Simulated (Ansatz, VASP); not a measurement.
HF in VASP and in Ansatz

```
F H
1.0
     5.46479    0.00000    0.00000
     0.00000    5.46479    0.00000
     0.00000    0.00000    5.46479
F H
6 6
Direct
  0.06538 0.62492 0.41166
  0.70813 0.06129 0.26809
  0.38121 0.49980 0.09024
  0.57194 0.87808 0.87015
  0.90521 0.37520 0.78818
  0.42309 0.17752 0.58734
  0.17615 0.57321 0.28485
  0.66551 0.01100 0.10260
  0.45081 0.62585 0.98776
  0.50466 0.00326 0.75206
  0.97276 0.45365 0.64710
  0.52472 0.14979 0.43980
```

Alike in both runs: functional PBE; dispersion D3(BJ); k mesh 1 × 1 × 1; occupations fermi-dirac, width 0.05 eV; no spin polarisation.

Ansatz relaxed the structure, and its values are those at the end. VASP's run is a single point on that final structure, the one shown.

```csv
,VASP,Ansatz
version,VASP 6.6.1,Ansatz 0.2.0
potentials or method,"VASP PAW PBE potentials, release 64 (F, H), cutoff 520 eV","scalar-relativistic, plane waves, PAW"
valence electrons in the cell,48,48
```

|  | VASP | Ansatz | Ansatz less VASP |
| --- | --- | --- | --- |
| gap on the k mesh at the Fermi level (eV) | 6.57 | 6.61 | +0.038 |
| rms of the force components (eV/Å) | 0.105 | 0.129 | +0.0234 |

One of these differences is far larger than is usual between the two programs; its cause wasn't traced. Ansatz's warnings: xc potential rough in thin density.
